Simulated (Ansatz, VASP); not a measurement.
**MgO: VASP beside Ansatz**

```xyz
4
Lattice="3.3966 0.0000 0.0000 -1.6983 2.9415 0.0000 0.0000 0.0000 4.7480" Properties=species:S:1:pos:R:3 pbc="T T T"
Mg    0.0000    1.9610    0.0174
Mg    1.6983    0.9805    2.3914
O     0.0000    1.9610    1.9037
O     1.6983    0.9805    4.2777
```

Alike in both runs: task single point; functional PBEsol; k mesh 9 × 9 × 6; occupations gaussian, width 0.05 eV; no spin polarisation.

|  | VASP | Ansatz |
| --- | --- | --- |
| version | VASP 6.6.1 | Ansatz 0.2.0 |
| potentials or method | VASP PAW PBE potentials, release 64 (Mg, O), cutoff 520 eV | scalar-relativistic, plane waves, PAW |
| valence electrons in the cell | 16 | 32 |

```csv
,VASP,Ansatz,Ansatz less VASP
gap on the k mesh at the Fermi level (eV),3.24,3.24,+0.006
least direct gap on the mesh (eV),3.24,3.24,+0.006
pressure (GPa),0.0,0.3,+0.30
"traceless stress, the component that is largest in VASP (GPa)",11.61,11.38,-0.230
rms of the force components (eV/Å),0.633,0.622,-0.0108
```

VASP's potentials were made for PBE, not for PBEsol, and Ansatz warns of the same on its side. Atom by atom the forces differ by 0.011 eV/Å (rms over components). VASP's potentials hold 16 valence electrons a cell and Ansatz's 32, so a difference there can come from the potentials and not from the codes.
